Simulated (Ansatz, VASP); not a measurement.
**Sc2SbAs in VASP and in Ansatz**

Contents of INCAR:

```
PREC = Accurate
ENCUT = 520
EDIFF = 1E-6
ISMEAR = 0
SIGMA = 0.1
LREAL = False
LASPH = True
NELM = 150
ALGO = Normal
ISIF = 2
LWAVE = False
LCHARG = False
ISPIN = 2
MAGMOM = 1 1 0 0
LORBIT = 11
LMAXMIX = 4
GGA = PE
NBANDS = 28
```

File KPOINTS:

```
Automatic mesh
0
Gamma
  6 6 4
```

The input POSCAR:

```
Sc2SbAs
1.0
    4.8298332455      0.0000000000      0.0000000000
   -2.4149166227      4.1827582866      0.0000000000
    0.0000000000      0.0000000000      5.6721230099
Sc Sb As
2 1 1
Direct
    0.3333333333      0.6666666667      0.5000000000
    0.6666666667      0.3333333333      0.5000000000
    0.0000000000      0.0000000000      0.0000000000
    0.0000000000      0.0000000000      0.5000000000
```

Input for Ansatz:

```yaml
crystal:
  lattice:
    - [4.8298332455, 0.0, 0.0]
    - [-2.4149166227, 4.1827582866, 0.0]
    - [0.0, 0.0, 5.6721230099]
  atoms:
    - { symbol: Sc, position: [0.3333333333, 0.6666666667, 0.5], spin: 1.0 }
    - { symbol: Sc, position: [0.6666666667, 0.3333333333, 0.5], spin: 1.0 }
    - { symbol: Sb, position: [0.0, 0.0, 0.0] }
    - { symbol: As, position: [0.0, 0.0, 0.5] }
basis:
  ecutwfc: 420
kpoints:
  mp_grid: { grid: [6, 6, 4] }
hamiltonian:
  xc: pbe
scf:
  occupations: { method: gaussian, width: 0.1 }
  lower_state_search: "off"
output:
  forces: true
  stress: true
  eigenvalues: true
  populations: true
magnetization:
  spin_polarized: true
```

Alike in both runs: task single point; functional PBE; k mesh 6 × 6 × 4; occupations gaussian, width 0.1 eV; collinear spin.

|  | VASP | Ansatz |
| --- | --- | --- |
| version | VASP 6.6.1 | Ansatz 0.2.0 |
| potentials or method | VASP PAW PBE potentials, release 64 (Sc_sv, Sb, As), cutoff 520 eV | scalar-relativistic, plane waves, PAW |
| valence electrons in the cell | 32 | 52 |

Ansatz gave:

```
gap on the k mesh at the Fermi level (eV)                     : none
pressure (GPa)                                                : -0.1
traceless stress, the component that is largest in VASP (GPa) : -0.15
net moment per atom (μB)                                      : 0.11
size of the moment on the site where the two differ most (μB) : 0.17
```

Problem. Estimate VASP's values.

Solution. gap on the k mesh at the Fermi level (eV): none; pressure (GPa): 0.0; traceless stress, the component that is largest in VASP (GPa): -0.23; net moment per atom (μB): 0.11; size of the moment on the site where the two differ most (μB): 0.19.

Site moments also hang on the region over which each program counts them. A gap of «none» marks a metal or a gap that the smearing closes. VASP's potentials hold 32 valence electrons a cell and Ansatz's 52, so a difference there can come from the potentials and not from the codes.

Spin-orbit coupling is off throughout.
